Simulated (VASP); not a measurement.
Set up this calculation in VASP 6.6.1, as the native input.

```yaml
Task: single point
Functional: PBEsol
Potentials_or_basis: VASP PAW PBE potentials, release 64 (Mo_sv, Sb)
Cutoff: 520 eV
k_mesh: 10 × 10 × 6
Occupations: gaussian, width 0.05 eV
Spin: no spin polarisation
Dipole_correction: no
Further_INCAR_settings: ALGO = Normal; EDIFF = 1e-07; NBANDS = 27
```

The structure of SbMo lies in POSCAR:

```
SbMo
1.0
    4.2271146484      0.0000000000      0.0000000000
   -2.1135573242      3.6607886702      0.0000000000
    0.0000000000      0.0000000000      5.1723648990
Mo Sb
2 2
Direct
    0.0000000000      0.0000000000      0.0000000000
    0.0000000000      0.0000000000      0.5000000000
    0.3333333333      0.6666666667      0.2500000000
    0.6666666667      0.3333333333      0.7500000000
```

The input as run:

INCAR

```
ALGO = Normal
EDIFF = 1E-7
ENCUT = 520
GGA = PS
ISIF = 2
ISMEAR = 0
LASPH = T
LCHARG = F
LREAL = F
LWAVE = F
NBANDS = 27
NELM = 100
PREC = Accurate
SIGMA = 0.05
```

KPOINTS

```
k-points
0
Gamma
  10 10 6
```

Potentials or basis: VASP PAW PBE potentials, release 64 (Mo_sv, Sb).

Run with:

```bash
$ cat potpaw_PBE.64/Mo_sv/POTCAR potpaw_PBE.64/Sb/POTCAR > POTCAR
$ mpirun -np 1 vasp_std > vasp.out
```

Results of the run:

| Quantity | Value |
| --- | --- |
| Pressure | 6.6 GPa |
| Band gap on the k mesh | zero (bands 19 and 20 overlap by 1.66 eV) |

Caveat: the cell stands under pressure; the PAW data sets were made with another functional, which shifts forces and pressure a little; spin-orbit coupling is left out, which moves the levels of the heavy elements.

It took 100 s on 1 thread of Intel Xeon 8259CL, with other jobs on the host, peak memory 0.26 GiB.
